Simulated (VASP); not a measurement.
The system is CdF2.

```
Cd F
1.0
     2.75129    0.00000    0.00000
    -1.37564    2.38268    0.00000
     0.00000    0.00000   10.70137
Cd F
2 4
Direct
  0.33333 0.66667 0.25000
  0.66667 0.33333 0.75000
  0.33333 0.66667 0.62750
  0.66667 0.33333 0.12750
  0.33333 0.66667 0.87250
  0.66667 0.33333 0.37250
```

| Item | Value |
| --- | --- |
| Program | VASP 6.6.1 |
| Task | relaxation of cell and atoms |
| Functional | PBE |
| Potentials or basis | VASP PAW PBE potentials, release 64 (Cd, F) |
| Cutoff | 600 eV |
| k mesh | 6 × 6 × 2 |
| Occupations | gaussian, width 0.1 eV |
| Spin | no spin polarisation |

At the start: pressure 63.4 GPa; volume 11.69 Å³/atom.

**Question.** Where does the relaxation end?

**Answer.** Over 11 steps the energy falls by 847.2 meV/atom and the volume is 16.21 Å³/atom (+38.6 %); space group P6_3/mmc (No. 194, to 0.1 Å) before and after.

The path:
| step | energy change (eV) | largest force (eV/Å) | pressure (GPa) | volume (Å³) |
| --- | --- | --- | --- | --- |
| 1 | 0.0000 | 3.7566 | 63.37 | 70.15 |
| 2 | -1.0712 | 2.6754 | -18.69 | 128.10 |
| 3 | -4.0201 | 1.4363 | -0.69 | 94.48 |
| 4 | -4.0255 | 1.3800 | 0.00 | 93.85 |
| 5 | -4.8212 | 0.8463 | -1.25 | 97.24 |
| 6 | -5.0561 | 0.2064 | -2.89 | 99.93 |
| 7 | -5.0568 | 0.2882 | -2.71 | 99.66 |
| 8 | -5.0689 | 0.2269 | 2.14 | 95.48 |
| 9 | -5.0827 | 0.0004 | 0.02 | 97.22 |
| 10 | -5.0827 | 0.0066 | -0.04 | 97.26 |
| 11 | -5.0833 | 0.0122 | -0.10 | 97.26 |

Final structure:
```
Cd F
1.0
     3.29932    0.00000    0.00000
    -1.64966    2.85730    0.00000
     0.00000    0.00000   10.31663
Cd F
2 4
Cartesian
  0.0000 1.9049 2.5792
  1.6497 0.9524 7.7375
  0.0000 1.9049 6.4708
  1.6497 0.9524 1.3125
  0.0000 1.9049 9.0041
  1.6497 0.9524 3.8458
```

Caveat: the k points lie up to 0.37 Å⁻¹ apart in the final cell; the volume moved by over 15 % at a fixed basis, so the end points are rough.
